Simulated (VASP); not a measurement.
Crystal: Cu.

```
Cu
1.0
     0.00000    1.78813    1.78813
     1.78813    0.00000    1.78813
     1.78813    1.78813    0.00000
Cu
1
Direct
  0.00000 0.00000 0.00000
```

Base run:

| Property | Result |
| --- | --- |
| Program | VASP 6.6.1 |
| Functional | r2SCAN |
| Potentials or basis | VASP PAW PBE potentials, release 64 (Cu) |
| Cutoff | 520 eV |
| k mesh | 15 × 15 × 15 |
| Occupations | methfessel-paxton, width 0.1 eV |
| Spin | no spin polarisation |

Its results: pressure 0.3 GPa.

Q: The run is repeated on the same cell with these changes: occupations from methfessel-paxton, width 0.1 eV to gaussian, width 0.6 eV. What comes out?

A: Pressure 0.7 GPa.

Caveats: the PAW data sets were made with another functional, which shifts forces and pressure a little.
